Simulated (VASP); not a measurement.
# H (I4/mmm) in VASP: relaxation of shape and atoms at fixed volume with r2SCAN

Aim: the relaxation of shape and atoms at fixed volume of H with r2SCAN.

Everything below comes from runs of VASP 6.6.1. Logs are shortened: lines on timing, memory, paths and dates and some standing lists are left out, and cuts for length are marked.

## Step 1: The cell of the first run

Symmetry: I4/mmm, No. 139, tetragonal system. Conventional cell: a = 3.686 Å, b = 3.686 Å, c = 4.727 Å, α = 90.00°, β = 90.00°, γ = 90.00°. Within 1.0 Å of H (site symmetry 4mm) lie 1 H at 0.75 Å.

## Step 2: Relaxation of shape and atoms at fixed volume, r2SCAN (16.05 Å³/atom)

POSCAR

```
H
1.0
   -1.8429338002      1.8429338002      2.3634095746
    1.8429338002     -1.8429338002      2.3634095746
    1.8429338002      1.8429338002     -2.3634095746
H
2
Direct
    0.9207517680      0.9207517680      0.0000000000
    0.0792482320      0.0792482320      0.0000000000
```

INCAR.step1

```
SYSTEM = H
PREC = Accurate
ENCUT = 600
ISMEAR = 0
SIGMA = 0.02
LREAL = .False.
LASPH = .True.
NELM = 60
GGA = PE
ALGO = Normal
EDIFF = 1E-4
LWAVE = .True.
LCHARG = .False.
```

INCAR.step2

```
SYSTEM = H
PREC = Accurate
ENCUT = 600
EDIFF = 1E-7
ISMEAR = 0
SIGMA = 0.02
LREAL = .False.
LASPH = .True.
NELM = 60
ALGO = Normal
ISIF = 4
LWAVE = .False.
LCHARG = .False.
METAGGA = R2SCAN
LMIXTAU = .True.
IBRION = 2
NSW = 50
EDIFFG = -0.01
ISTART = 1
```

KPOINTS

```
Automatic mesh
0
Gamma
  10 10 10
  0 0 0
```

Potentials or basis: VASP PAW PBE potentials, release 64 (H).

Command:

```console
> cat potpaw_PBE.64/H/POTCAR > POTCAR
> cp INCAR.step1 INCAR
> mpirun -np 1 vasp_std > vasp.out
> cp INCAR.step2 INCAR
> mpirun -np 1 vasp_std > vasp.out
```

OUTCAR:

```text
SYSTEM = H
   PREC = Accurate
   ENCUT = 600
   EDIFF = 1E-7
   ISMEAR = 0
   LREAL = .False.
   LASPH = .True.
   NELM = 60
   ISIF = 4
   METAGGA = R2SCAN
   IBRION = 2
   NSW = 50
   EDIFFG = -0.01
   ISTART = 1

 ion  position               nearest neighbor table
   1  0.921  0.921  0.000-   2 0.75
   2  0.079  0.079  0.000-   1 0.75

  LATTYP: Found a body centered tetragonal cell.
 ALAT       =     3.6858676004
 C/A-ratio  =     1.2824169671

  Lattice vectors:

 A1 = (  -1.8429338002,   1.8429338002,   2.3634095746)
 A2 = (   1.8429338002,  -1.8429338002,   2.3634095746)
 A3 = (   1.8429338002,   1.8429338002,  -2.3634095746)

Analysis of symmetry for initial positions (statically):
=====================================================================
 Subroutine PRICEL returns:
 Original cell was already a primitive cell.

 Routine SETGRP: Setting up the symmetry group for a
 body centered tetragonal supercell.

 Subroutine GETGRP returns: Found 16 space group operations
 (whereof 16 operations were pure point group operations)
 out of a pool of 16 trial point group operations.

The static configuration has the point symmetry D_4h.

Analysis of symmetry for dynamics (positions and initial velocities):
=====================================================================
 Subroutine PRICEL returns:
 Original cell was already a primitive cell.

 Routine SETGRP: Setting up the symmetry group for a
 body centered tetragonal supercell.

 Subroutine GETGRP returns: Found 16 space group operations
 (whereof 16 operations were pure point group operations)
 out of a pool of 16 trial point group operations.

The dynamic configuration has the point symmetry D_4h.

 Subroutine INISYM returns: Found 16 space group operations
 (whereof 16 operations are pure point group operations),
 and found     1 'primitive' translations

----------------------------------------------------------------------------------------

                                     Primitive cell

  volume of cell :      32.1084

  direct lattice vectors                    reciprocal lattice vectors
    -1.842933800  1.842933800  2.363409575     0.000000000  0.271306544  0.211558760
     1.842933800 -1.842933800  2.363409575     0.271306544  0.000000000  0.211558760
[... 95 lines left out ...]
   PSTRESS=    0.0 pullay stress
   NELECT =       2.0000    total number of electrons
   NUPDOWN=      -1.0000    fix difference up-down
   EMIN   =  10.00;   EMAX   =-10.00  energy-range for DOS
   EFERMI =   0.00;   METHOD = LEGACY
   ISMEAR =     0;   SIGMA  =   0.02  broadening in eV -4-tet -1-fermi 0-gaus
   EFERMI_NEDOS =   21; number of points for ismear=-14 and -15
   IALGO  =     38    algorithm
   IMIX   =      4    mixing-type and parameters
     AMIX     =   0.40;   BMIX     =  1.00
     AMIX_MAG =   1.60;   BMIX_MAG =  1.00
  volume/ion in A,a.u.               =      16.05       108.34
  Fermi-wavevector in a.u.,A,eV,Ry     =   0.648951  1.226340  5.729925  0.421138
  Thomas-Fermi vector in A             =   1.717750
   LORBIT       =      0    0 simple, 1 ext, 2 COOP (PROOUT), +10 PAW based schemes
   METAGGA = R2SCAN    functional components
   LHFCALC =     F    Hartree Fock is set to
   AEXX    =    0.0000 exact exchange contribution
   IVDW    =     0    specifies the selected vdW correction
   LEPSILON=     F    determine dielectric tensor
   LRPA    =     F    only Hartree local field effects (RPA)
 conjugate gradient relaxation of ions
 non-spin polarized calculation
 Gauss-broadening in eV      SIGMA  =   0.02
  energy-cutoff  :      600.00
  volume of cell :       32.11
 maximum number of plane-waves:      1098
   NGX = 15   NGY = 15   NGZ = 15

--------------------------------------- Ionic step        1  -------------------------------------------

 number of electron       2.0000000 magnetization

 Free energy of the ion-electron system (eV)
  ---------------------------------------------------
  ext. energy  EPLUGINS =         0.00000000
  ---------------------------------------------------
  free energy    TOTEN  =        -6.90723379 eV

  energy without entropy =       -6.90723379  energy(sigma->0) =       -6.90723379

------------------------ aborting loop because EDIFF is reached ----------------------------------------

  FORCE on cell =-STRESS in cart. coord.  units (eV):
  Direction    XX          YY          ZZ          XY          YZ          ZX
  --------------------------------------------------------------------------------------
  -------------------------------------------------------------------------------------
  Total       -0.0066152     -0.0066152     -0.2025762      0.0000000      0.0000000      0.0000000
  in kB       -0.3300915     -0.3300915    -10.1083559      0.0000000      0.0000000      0.0000000
  external PRESSURE =      -3.5895130 kB  Pullay stress =       0.0000000 kB
[... 59 lines left out ...]
--------------------------------------- Ionic step        3  -------------------------------------------

 number of electron       2.0000000 magnetization

 Free energy of the ion-electron system (eV)
  ---------------------------------------------------
  ext. energy  EPLUGINS =         0.00000000
  ---------------------------------------------------
  free energy    TOTEN  =        -6.90820350 eV

  energy without entropy =       -6.90820350  energy(sigma->0) =       -6.90820350

 E-fermi :  -9.2811     XC(G=0):  -4.3651

 val. band max:       -9.4240602188   @ k =   0.5000   0.5000   0.5000
 cond. band min:       0.9260479580   @ k =   0.5000   0.0000  -0.0000
 fundamental gap:     10.3501081768
 Fermi energy:        -9.2811040198

 k-point     1 :       0.0000    0.0000    0.0000
  band No.  band energies     occupation
      1     -10.7137      2.00000
      2       3.8834      0.00000
      3       7.2228      0.00000
      4      12.6048      0.00000
      5      12.6048      0.00000
[... 177 lines left out ...]
 k-point    24 :       0.4000    0.3000   -0.0000
  band No.  band energies     occupation
      1      -9.6814      2.00000
      2       2.1830      0.00000
      3       3.9745      0.00000
      4       7.7991      0.00000
      5       9.2257      0.00000

 [... further k-points ...]

------------------------ aborting loop because EDIFF is reached ----------------------------------------

  FORCE on cell =-STRESS in cart. coord.  units (eV):
  Direction    XX          YY          ZZ          XY          YZ          ZX
  --------------------------------------------------------------------------------------
  -------------------------------------------------------------------------------------
  Total       -0.0065116     -0.0065116     -0.0079394      0.0000000      0.0000000      0.0000000
  in kB       -0.3249221     -0.3249221     -0.3961684      0.0000000      0.0000000      0.0000000
  external PRESSURE =      -0.3486709 kB  Pullay stress =       0.0000000 kB
[... 17 lines left out ...]
  FREE ENERGIE OF THE ION-ELECTRON SYSTEM (eV)
  ---------------------------------------------------
  free  energy   TOTEN  =        -6.9082034960 eV

  energy  without entropy=       -6.9082034960  energy(sigma->0) =       -6.90820350

 reached required accuracy - stopping structural energy minimisation
```

Wall time 83 s (1 thread of Intel Xeon 6975P-C (Granite Rapids), shared host); peak memory 0.16 GiB.

Results:

```
Free energy               : -6.9082 eV
Energy gained by relaxing : 0.5 meV/atom
Ionic steps               : 3
Pressure after relaxing   : 0.0 GPa
Band gap on the k mesh    : 10.35 eV (least direct gap 10.77 eV)
```

Step by step:
| step | energy change (eV) | largest force (eV/Å) | pressure (GPa) | volume (Å³) |
| --- | --- | --- | --- | --- |
| 1 | 0.0000 | 0.2607 | -0.36 | 32.11 |
| 2 | 0.0066 | 0.7766 | 0.90 | 32.11 |
| 3 | -0.0010 | 0.0011 | -0.03 | 32.11 |

Final structure:
```xyz
2
Lattice="-1.8437 1.8437 2.3614 1.8437 -1.8437 2.3614 1.8437 1.8437 -2.3614" Properties=species:S:1:pos:R:3 pbc="T T T"
H     0.0000    0.0000    4.3519
H     0.0000    0.0000    0.3709
```

Caveat: the PAW data sets were made with another functional, which shifts forces and pressure a little.
